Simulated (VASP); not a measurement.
Write the native input for VASP 6.6.1 that does the following.

```
Task                   : single point
Functional             : PBEsol
Potentials or basis    : VASP PAW PBE potentials, release 64 (Al, N)
Cutoff                 : 520 eV
k mesh                 : 8 × 8 × 6
Occupations            : gaussian, width 0.01 eV
Spin                   : no spin polarisation
Dipole correction      : no
Further INCAR settings : ALGO = Normal; EDIFF = 1e-06; NBANDS = 16
```

The structure of AlN lies in POSCAR:

```
AlN
1.0
    3.1091494918      0.0000000000      0.0000000000
   -1.5545747459      2.6926024441      0.0000000000
    0.0000000000      0.0000000000      4.9744451998
Al N
2 2
Direct
    0.3333333333      0.6666666667     -0.0010357506
    0.6666666667      0.3333333333      0.4989642494
    0.3333333333      0.6666666667      0.3810357506
    0.6666666667      0.3333333333      0.8810357506
```

One way to write it, as run:

INCAR

```
PREC = Accurate ; ENCUT = 520
EDIFF = 1E-6 ; ISMEAR = 0
SIGMA = 0.01 ; LREAL = F
LASPH = T ; NELM = 60
ALGO = Normal ; ISIF = 2
LWAVE = F ; LCHARG = F
GGA = PS ; NBANDS = 16
```

KPOINTS

```
Automatic mesh
0
Gamma
  8 8 6
```

Potentials or basis: VASP PAW PBE potentials, release 64 (Al, N).

Launch:

```bash
$ cat potpaw_PBE.64/Al/POTCAR potpaw_PBE.64/N/POTCAR > POTCAR
$ mpirun -np 1 vasp_std > vasp.out
```

Results of the run:

The pressure is 0.9 GPa and the band gap on the k mesh is 4.15 eV.

Caveat: the PAW data sets were made with another functional, which shifts forces and pressure a little.

It took 12 s on 1 thread of Intel(R) Xeon(R) Platinum 8488C (Sapphire Rapids) (shared host), peak memory 0.16 GiB.
